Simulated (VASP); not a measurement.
# Tl3Sb2Mo (R-3m) in VASP: a series of runs

Tl3Sb2Mo is run at these levels: PBE; tasks: single point, relaxation of cell and atoms.

Program: VASP 6.6.1. These are calculated values, not measurements. Logs are shortened: lines on timing, memory, paths and dates and some standing lists are left out, and cuts for length are marked.

## 1. The cell of the first run

It takes space group R-3m (No. 166, trigonal). Conventional cell: a = 6.497 Å, b = 6.497 Å, c = 15.251 Å, α = 90.00°, β = 90.00°, γ = 120.00°. Within 4.0 Å of Tl (site symmetry 2/m) lie 2 Sb at 3.01 Å and 2 Mo at 3.25 Å and 4 Tl at 3.25 Å. Sb (site symmetry 3m) has 1 Mo at 2.73 Å and 3 Tl at 3.01 Å within 3.6 Å. Within 3.6 Å of Mo (site symmetry -3m) lie 2 Sb at 2.73 Å and 6 Tl at 3.25 Å.

The cell was generated, and may not be a known phase.

## 2. Single point, PBE

The input, INCAR:

```
SYSTEM = Tl3Sb2Mo
PREC = Accurate ; ENCUT = 520
EDIFF = 1E-6 ; ISMEAR = 0
SIGMA = 0.1 ; LREAL = .FALSE.
LASPH = .TRUE. ; NELM = 80
ALGO = Normal ; ISIF = 2
LWAVE = .FALSE. ; LCHARG = .TRUE.
GGA = PE ; LELF = .TRUE.
LVHAR = .TRUE. ; NBANDS = 40
```

The input, KPOINTS:

```
regular mesh
0
G
  3 3 3
  0 0 0
```

The input, POSCAR:

```
Tl3Sb2Mo
1.0
    3.2486666200      1.8756185500      5.0835182400
   -3.2486666200      1.8756185500      5.0835182400
    0.0000000000     -3.7512371000      5.0835182400
Tl Sb Mo
3 2 1
Direct
    0.5000000000      0.5000000000      0.0000000000
    0.0000000000      0.5000000000      0.5000000000
    0.5000000000      0.0000000000      0.5000000000
    0.8209572300      0.8209572300      0.8209572300
    0.1790427700      0.1790427700      0.1790427700
    0.0000000000      0.0000000000      0.0000000000
```

Potentials or basis: VASP PAW PBE potentials, release 64 (Tl_d, Sb, Mo_sv).

The run is started by

```sh
$ cat potpaw_PBE.64/Tl_d/POTCAR potpaw_PBE.64/Sb/POTCAR potpaw_PBE.64/Mo_sv/POTCAR > POTCAR
$ mpirun -np 1 vasp_std > vasp.out
```

OUTCAR:

```text
SYSTEM = Tl3Sb2Mo
   PREC = Accurate
   ENCUT = 520
   EDIFF = 1E-6
   ISMEAR = 0
   LREAL = .FALSE.
   LASPH = .TRUE.
   NELM = 80
   ISIF = 2
   GGA = PE

 ion  position               nearest neighbor table
   1  0.500  0.500  0.000-   4 3.01   5 3.01   6 3.25   6 3.25   3 3.25   2 3.25   2 3.25   3 3.25

   2  0.000  0.500  0.500-   4 3.01   5 3.01   3 3.25   3 3.25   1 3.25   6 3.25   1 3.25   6 3.25

   3  0.500  0.000  0.500-   4 3.01   5 3.01   2 3.25   2 3.25   1 3.25   1 3.25   6 3.25   6 3.25

   4  0.821  0.821  0.821-   6 2.73   3 3.01   2 3.01   1 3.01   5 3.77   5 3.77   5 3.77
   5  0.179  0.179  0.179-   6 2.73   3 3.01   2 3.01   1 3.01   4 3.77   4 3.77   4 3.77
   6  0.000  0.000  0.000-   4 2.73   5 2.73   1 3.25   1 3.25   2 3.25   2 3.25   3 3.25   3 3.25

  LATTYP: Found a trigonal (rhomboedric) cell.
 ALAT       =     6.3177478146
 COS(alpha) =     0.4711704491

  Lattice vectors:

 A1 = (   3.2486666200,   1.8756185500,   5.0835182400)
 A2 = (  -3.2486666200,   1.8756185500,   5.0835182400)
 A3 = (   0.0000000000,  -3.7512371000,   5.0835182400)

Analysis of symmetry for initial positions (statically):
=====================================================================
 Subroutine PRICEL returns:
 Original cell was already a primitive cell.

 Routine SETGRP: Setting up the symmetry group for a
 trigonal (rhombohedral) supercell.

 Subroutine GETGRP returns: Found 12 space group operations
 (whereof 12 operations were pure point group operations)
 out of a pool of 12 trial point group operations.

The static configuration has the point symmetry D_3d.

Analysis of symmetry for dynamics (positions and initial velocities):
=====================================================================
 Subroutine PRICEL returns:
 Original cell was already a primitive cell.

 Routine SETGRP: Setting up the symmetry group for a
 trigonal (rhombohedral) supercell.

 Subroutine GETGRP returns: Found 12 space group operations
 (whereof 12 operations were pure point group operations)
 out of a pool of 12 trial point group operations.

The dynamic configuration has the point symmetry D_3d.

 Subroutine INISYM returns: Found 12 space group operations
 (whereof 12 operations are pure point group operations),
 and found     1 'primitive' translations

----------------------------------------------------------------------------------------

                                     Primitive cell

  volume of cell :     185.8512

  direct lattice vectors                    reciprocal lattice vectors
     3.248666620  1.875618550  5.083518240     0.153909298  0.088859575  0.065571385
    -3.248666620  1.875618550  5.083518240    -0.153909298  0.088859575  0.065571385
     0.000000000 -3.751237100  5.083518240     0.000000000 -0.177719149  0.065571385

  length of vectors
     6.317747815  6.317747815  6.317747817     0.189429941  0.189429941  0.189429941

  position of ions in fractional coordinates (direct lattice)
     0.500000000  0.500000000  1.000000000
     1.000000000  0.500000000  0.500000000
     0.500000000  1.000000000  0.500000000
     0.820957230  0.820957230  0.820957230
     0.179042770  0.179042770  0.179042770
     0.000000000  0.000000000  0.000000000

  ion indices of the primitive-cell ions
   primitive index   ion index
                 1           1
                 2           2
                 3           3
                 4           4
                 5           5
                 6           6

----------------------------------------------------------------------------------------

 KPOINTS: regular mesh

Automatic generation of k-mesh.
 Grid dimensions read from file:
 generate k-points for:    3    3    3

 Generating k-lattice:

  Cartesian coordinates                     Fractional coordinates (reciprocal lattice)
     0.051303099  0.029619858  0.021857128     0.333333333 -0.000000000 -0.000000000
    -0.051303099  0.029619858  0.021857128    -0.000000000  0.333333333 -0.000000000
     0.000000000 -0.059239716  0.021857128    -0.000000000 -0.000000000  0.333333333

  Length of vectors
     0.063143314  0.063143314  0.063143314

  Shift w.r.t. Gamma in fractional coordinates (k-lattice)
     0.000000000  0.000000000  0.000000000

 Subroutine IBZKPT returns following result:
 ===========================================

 Found      6 irreducible k-points:

 Following reciprocal coordinates:
            Coordinates               Weight
  0.000000  0.000000  0.000000      1.000000
  0.333333 -0.000000 -0.000000      6.000000
  0.333333  0.333333 -0.000000      6.000000
 -0.333333  0.333333  0.000000      6.000000
  0.333333  0.333333  0.333333      2.000000
 -0.333333  0.333333  0.333333      6.000000
   k-points           NKPTS =      6   k-points in BZ     NKDIM =      6   number of bands    NBANDS=     40
   number of dos      NEDOS =    301   number of ions     NIONS =      6
   total plane-waves  NPLWV = 110592
   dimension x,y,z NGX =    48 NGY =   48 NGZ =   48
   dimension x,y,z NGXF=    96 NGYF=   96 NGZF=   96
   ions per type =               3   2   1
   NGX,Y,Z   is equivalent  to a cutoff of  12.63, 12.63, 12.63 a.u.
   NGXF,Y,Z  is equivalent  to a cutoff of  25.26, 25.26, 25.26 a.u.
 SYSTEM =  Tl3Sb2Mo
   PREC   = accura    normal or accurate (medium, high low for compatibility)
   ISTART =      0    job   : 0-new  1-cont  2-samecut
   ICHARG =      2    charge: 1-file 2-atom 10-const
   ISPIN  =      1    spin polarized calculation?
   LNONCOLLINEAR =      F non collinear calculations
   LSORBIT =      F    spin-orbit coupling
   LASPH  =      T    aspherical Exc in radial PAW
   ENCUT  =  520.0 eV  38.22 Ry    6.18 a.u.  11.75 11.75 11.75*2*pi/ulx,y,z
   NELM   =     80;   NELMIN=  2; NELMDL= -5     # of ELM steps
   EDIFF  = 0.1E-05   stopping-criterion for ELM
   LREAL  =      F    real-space projection
   EDIFFG = 0.1E-04   stopping-criterion for IOM
   NSW    =      0    number of steps for IOM
   IBRION =     -1    ionic relax: 0-MD 1-quasi-New 2-CG
   NFREE  =      0    steps in history (QN), initial steepest desc. (CG)
   ISIF   =      2    stress and relaxation
   ISYM   =      2    0-nonsym 1-usesym 2-fastsym
   POTIM  = 0.5000    time-step for ionic-motion
   TEBEG  =    0.0;   TEEND  =   0.0 temperature during run
   PSTRESS=    0.0 pullay stress
   NELECT =      63.0000    total number of electrons
   NUPDOWN=      -1.0000    fix difference up-down
   EMIN   =  10.00;   EMAX   =-10.00  energy-range for DOS
   EFERMI =   0.00;   METHOD = LEGACY
   ISMEAR =     0;   SIGMA  =   0.10  broadening in eV -4-tet -1-fermi 0-gaus
   EFERMI_NEDOS =   21; number of points for ismear=-14 and -15
   IALGO  =     38    algorithm
   IMIX   =      4    mixing-type and parameters
     AMIX     =   0.40;   BMIX     =  1.00
     AMIX_MAG =   1.60;   BMIX_MAG =  1.00
  volume/ion in A,a.u.               =      30.98       209.03
  Fermi-wavevector in a.u.,A,eV,Ry     =   1.141475  2.157076 17.727932  1.302966
  Thomas-Fermi vector in A             =   2.278176
   LORBIT       =      0    0 simple, 1 ext, 2 COOP (PROOUT), +10 PAW based schemes
   GGA     = PE    functional components
   LHFCALC =     F    Hartree Fock is set to
   AEXX    =    0.0000 exact exchange contribution
   IVDW    =     0    specifies the selected vdW correction
   LEPSILON=     F    determine dielectric tensor
   LRPA    =     F    only Hartree local field effects (RPA)
 non-spin polarized calculation
 Gauss-broadening in eV      SIGMA  =   0.10
  energy-cutoff  :      520.00
  volume of cell :      185.85
 maximum number of plane-waves:      5030
   NGX = 23   NGY = 23   NGZ = 23

 number of electron      62.9999993 magnetization

 Free energy of the ion-electron system (eV)
  ---------------------------------------------------
  ext. energy  EPLUGINS =         0.00000000
  ---------------------------------------------------
  free energy    TOTEN  =       -21.52549769 eV

  energy without entropy =      -21.50938164  energy(sigma->0) =      -21.51743966

 E-fermi :   5.7452     XC(G=0):  -9.4753

 val. band max:        5.6325561923   @ k =  -0.3333   0.3333   0.0000
 cond. band min:       5.7789179123   @ k =   0.3333  -0.0000  -0.0000
 fundamental gap:      0.1463617200
 Fermi energy:         5.7451532796

 k-point     1 :       0.0000    0.0000    0.0000
  band No.  band energies     occupation
      1     -55.1730      2.00000
      2     -29.2561      2.00000
      3     -29.2561      2.00000
      4     -29.2353      2.00000
      5      -6.5702      2.00000
      6      -6.3253      2.00000
[... 32 lines left out ...]
     39       9.3260      0.00000
     40      10.7969      0.00000

 k-point     2 :       0.3333   -0.0000   -0.0000
  band No.  band energies     occupation
      1     -55.1730      2.00000
      2     -29.2565      2.00000
      3     -29.2563      2.00000
      4     -29.2354      2.00000
      5      -6.3773      2.00000
      6      -6.2116      2.00000
[... 32 lines left out ...]
     39       9.2918      0.00000
     40       9.8578      0.00000

 k-point     3 :       0.3333    0.3333   -0.0000
  band No.  band energies     occupation
      1     -55.1730      2.00000
      2     -29.2565      2.00000
      3     -29.2563      2.00000
      4     -29.2354      2.00000
      5      -6.3738      2.00000
      6      -6.2046      2.00000
[... 32 lines left out ...]
     39       9.4309      0.00000
     40      10.3785      0.00000

 k-point     4 :      -0.3333    0.3333    0.0000
  band No.  band energies     occupation
      1     -55.1730      2.00000
      2     -29.2565      2.00000
      3     -29.2565      2.00000
      4     -29.2354      2.00000
      5      -6.1260      2.00000
      6      -6.1237      2.00000
[... 32 lines left out ...]
     39       9.7075      0.00000
     40      10.4910      0.00000

 k-point     5 :       0.3333    0.3333    0.3333
  band No.  band energies     occupation
      1     -55.1729      2.00000
      2     -29.2561      2.00000
      3     -29.2561      2.00000
      4     -29.2354      2.00000
      5      -6.5432      2.00000
      6      -6.2872      2.00000
[... 32 lines left out ...]
     39       8.8529      0.00000
     40      10.8497      0.00000

 k-point     6 :      -0.3333    0.3333    0.3333
  band No.  band energies     occupation
      1     -55.1729      2.00000
      2     -29.2565      2.00000
      3     -29.2563      2.00000
      4     -29.2354      2.00000
      5      -6.3656      2.00000
      6      -6.1905      2.00000
[... 32 lines left out ...]
     39       9.8259      0.00000
     40      10.2109      0.00000

------------------------ aborting loop because EDIFF is reached ----------------------------------------

  FORCE on cell =-STRESS in cart. coord.  units (eV):
  Direction    XX          YY          ZZ          XY          YZ          ZX
  --------------------------------------------------------------------------------------
  -------------------------------------------------------------------------------------
  Total       -1.0463008     -1.0463008      0.7120838      0.0000000     -0.0000000     -0.0000000
  in kB       -9.0199027     -9.0199027      6.1386998      0.0000000     -0.0000000     -0.0000000
  external PRESSURE =      -3.9670352 kB  Pullay stress =       0.0000000 kB

 VOLUME and BASIS-vectors are now :
 -----------------------------------------------------------------------------
  energy-cutoff  :      520.00
  volume of cell :      185.85
      direct lattice vectors                 reciprocal lattice vectors
     3.248666620  1.875618550  5.083518240     0.153909298  0.088859575  0.065571385
    -3.248666620  1.875618550  5.083518240    -0.153909298  0.088859575  0.065571385
     0.000000000 -3.751237100  5.083518240     0.000000000 -0.177719149  0.065571385

 POSITION                                       TOTAL-FORCE (eV/Angst)
 -----------------------------------------------------------------------------------
      0.00000      1.87562      5.08352        -0.000000      0.000000      0.000000
     -1.62433     -0.93781      5.08352         0.000000      0.000000      0.000000
      1.62433     -0.93781      5.08352        -0.000000      0.000000      0.000000
      0.00000      0.00000     12.52005         0.000000      0.000000      2.069253
      0.00000      0.00000      2.73050         0.000000     -0.000000     -2.069253
      0.00000      0.00000      0.00000         0.000000      0.000000     -0.000000
 -----------------------------------------------------------------------------------
    total drift:                                0.000000      0.000000     -0.000000

  FREE ENERGIE OF THE ION-ELECTRON SYSTEM (eV)
  ---------------------------------------------------
  free  energy   TOTEN  =       -21.5254976851 eV

  energy  without entropy=      -21.5093816448  energy(sigma->0) =      -21.51743966
```

Wall time 33 s (1 thread of Intel Xeon 6975P-C (Granite Rapids), shared host); peak memory 0.32 GiB.

Results:

```yaml
Free_energy: -21.5255 eV
Pressure: -0.4 GPa
Largest_force: 2.069 eV/Å
Band_gap_on_the_k_mesh: zero (an odd number of electrons rules out a gap without spin polarisation)
```

Forces on the atoms (eV/Å):
```
Tl   0.000  0.000  0.000
Tl   0.000  0.000  0.000
Tl   0.000  0.000  0.000
Sb   0.000  0.000  2.069
Sb   0.000  0.000 -2.069
Mo   0.000  0.000  0.000
```

Stress tensor (GPa, compression positive):
```
-0.90  0.00  0.00
 0.00 -0.90  0.00
 0.00  0.00  0.61
```

Caveat: the k points lie up to 0.40 Å⁻¹ apart, too coarse for converged energies and pressures of a metal; spin-orbit coupling is left out, which moves the levels of the heavy elements; forces of over 1 eV/Å act on the atoms, so gaps and moduli don't describe the material at rest.

## 3. Single point, PBE

This run uses another cell than the first one, of 31.31 Å³/atom.

The input, INCAR:

```
SYSTEM = Tl3Sb2Mo
PREC = Accurate
ENCUT = 520
EDIFF = 1E-7
ISMEAR = 0
SIGMA = 0.1
LREAL = .FALSE.
LASPH = .TRUE.
NELM = 80
ALGO = Normal
ISIF = 2
LWAVE = .FALSE.
LCHARG = .FALSE.
GGA = PE
NBANDS = 40
```

KPOINTS is that of step 2.

The input, POSCAR:

```
Tl3Sb2Mo
1.0
    3.0352495645      1.7524021531      5.8870214379
   -3.0352495645      1.7524021531      5.8870214379
    0.0000000000     -3.5048043063      5.8870214379
Tl Sb Mo
3 2 1
Direct
    0.5000000000      0.5000000000      0.0000000000
    0.0000000000      0.5000000000      0.5000000000
    0.5000000000      0.0000000000      0.5000000000
    0.8504785499      0.8504785499      0.8504785499
    0.1495214501      0.1495214501      0.1495214501
    0.0000000000      0.0000000000      0.0000000000
```

Potentials or basis: VASP PAW PBE potentials, release 64 (Tl_d, Sb, Mo_sv).

The run is started by

```sh
$ cat potpaw_PBE.64/Tl_d/POTCAR potpaw_PBE.64/Sb/POTCAR potpaw_PBE.64/Mo_sv/POTCAR > POTCAR
$ mpirun -np 1 vasp_std > vasp.out
```

It took 51 s on 1 thread of Intel Xeon 6975P-C (Granite Rapids), shared host; peak memory 0.4 GiB.

The run converged. Its results:

| Item | Value |
| --- | --- |
| Free energy | -22.7875 eV |
| Pressure | 0.1 GPa |
| Largest force | 0.034 eV/Å |
| Band gap on the k mesh | zero (an odd number of electrons rules out a gap without spin polarisation) |

Forces on the atoms (eV/Å):
```
Tl   0.000  0.000  0.000
Tl   0.000  0.000  0.000
Tl   0.000  0.000  0.000
Sb   0.000  0.000  0.034
Sb   0.000  0.000 -0.034
Mo   0.000  0.000  0.000
```

Stress tensor (GPa, compression positive):
```
0.11 0.00 0.00
0.00 0.11 0.00
0.00 0.00 0.22
```

Levels at points of the mesh, in eV from the Fermi level:
| k point | band 28 | band 29 | band 30 | band 31 | band 32 | band 33 | band 34 | band 35 |
| --- | --- | --- | --- | --- | --- | --- | --- | --- |
| (0.00, 0.00, 0.00) | -2.33 | -2.27 | -1.63 | -1.63 | 0.42 | 0.42 | 0.44 | 0.44 |

Caveat: the k points lie up to 0.42 Å⁻¹ apart, too coarse for converged energies and pressures of a metal; spin-orbit coupling is left out, which moves the levels of the heavy elements.

## 4. Relaxation of cell and atoms, PBE

The input, INCAR:

```
  PREC = Accurate
  ENCUT = 600
  EDIFF = 1E-6
  ISMEAR = 0
  SIGMA = 0.1
  LREAL = F
  LASPH = T
  NELM = 100
  ALGO = Fast
  ISIF = 3
  LWAVE = F
  LCHARG = F
  GGA = PE
  IBRION = 2
  NSW = 90
  EDIFFG = -0.04
```

The input, KPOINTS:

```
regular mesh
0
Gamma
  3 3 3
```

The input, POSCAR:

```
Tl3Sb2Mo
1.0
    3.2486666200      1.8756185500      5.0835182400
   -3.2486666200      1.8756185500      5.0835182400
    0.0000000000     -3.7512371000      5.0835182400
Tl Sb Mo
3 2 1
Direct
    0.5000000000      0.5000000000      0.0000000000
    0.0000000000      0.5000000000      0.5000000000
    0.5000000000      0.0000000000      0.5000000000
    0.8209572300      0.8209572300      0.8209572300
    0.1790427700      0.1790427700      0.1790427700
    0.0000000000      0.0000000000      0.0000000000
```

The run is started by

```sh
$ cat potpaw_PBE.64/Tl_d/POTCAR potpaw_PBE.64/Sb/POTCAR potpaw_PBE.64/Mo_sv/POTCAR > POTCAR
$ mpirun -np 1 vasp_std > vasp.out
```

Run time: 7.6 min. Hardware: 1 thread of Intel Xeon 6975P-C (Granite Rapids), shared host; peak memory 0.41 GiB.

Results (log left out):

```yaml
Free_energy: -22.7842 eV
Relaxed_volume: 31.81 Å³/atom
Relaxed_cell: a = 6.951 Å, b = 6.951 Å, c = 6.951 Å, α = 51.66°, β = 51.66°, γ = 51.66°
Space_group_after_relaxing_to_0.1_Å: R-3m (No. 166)
Energy_gained_by_relaxing: 209.8 meV/atom
Ionic_steps: 17
Pressure_after_relaxing: -0.1 GPa
Largest_force_after_relaxing: 0.037 eV/Å
Band_gap_on_the_k_mesh: zero (an odd number of electrons rules out a gap without spin polarisation)
```

Forces on the atoms (eV/Å):
```
Tl   0.000  0.000  0.000
Tl   0.000  0.000  0.000
Tl   0.000  0.000  0.000
Sb   0.000  0.000 -0.037
Sb   0.000  0.000  0.037
Mo   0.000  0.000  0.000
```

Step by step:
```tsv
step	energy change (eV)	largest force (eV/Å)	pressure (GPa)	volume (Å³)
1	0.0000	2.0696	-0.37	185.85
2	-0.3828	1.3674	0.30	183.91
3	-0.6341	1.0026	2.77	180.23
4	-0.6526	0.3291	1.95	181.12
5	-0.8264	0.3916	1.42	182.39
6	-1.1340	0.5153	0.75	185.72
7	-1.1799	0.7520	1.59	190.40
8	-1.2100	0.7056	1.25	189.52
9	-1.2504	0.1873	-0.08	192.76
10	-1.2514	0.1009	-0.29	193.37
11	-1.2514	0.0914	-0.32	193.44
12	-1.2535	0.0633	-0.23	192.70
13	-1.2551	0.0044	0.00	191.12
14	-1.2562	0.0353	0.10	190.63
15	-1.2570	0.0743	0.22	190.03
16	-1.2582	0.0589	0.09	190.37
17	-1.2591	0.0367	-0.09	190.88
```

Final structure:
```cif
data_structure
_symmetry_space_group_name_H-M 'P 1'
_symmetry_Int_Tables_number 1
_cell_length_a 6.9511
_cell_length_b 6.9511
_cell_length_c 6.9511
_cell_angle_alpha 51.659
_cell_angle_beta 51.659
_cell_angle_gamma 51.659
_cell_volume 190.88
loop_
_atom_site_label
_atom_site_type_symbol
_atom_site_fract_x
_atom_site_fract_y
_atom_site_fract_z
_atom_site_occupancy
Tl1 Tl 0.50000 0.50000 0.00000 1
Tl2 Tl 0.00000 0.50000 0.50000 1
Tl3 Tl 0.50000 0.00000 0.50000 1
Sb1 Sb 0.85340 0.85340 0.85340 1
Sb2 Sb 0.14660 0.14660 0.14660 1
Mo1 Mo 0.00000 0.00000 0.00000 1
```

Levels at points of the mesh, in eV from the Fermi level:
```tsv
k point	band 27	band 28	band 29	band 30	band 31	band 32	band 33	band 34	band 35	band 36
(0.00, 0.00, 0.00)	-2.42	-2.39	-2.33	-1.66	-1.66	0.41	0.41	0.56	0.56	0.99
```

Caveat: the k points lie up to 0.42 Å⁻¹ apart in the final cell, too coarse for converged energies and pressures of a metal; spin-orbit coupling is left out, which moves the levels of the heavy elements.

(Part 1 of 2 ends here.)

The gap in the log of VASP goes by the Fermi energy; the results here count the filled bands.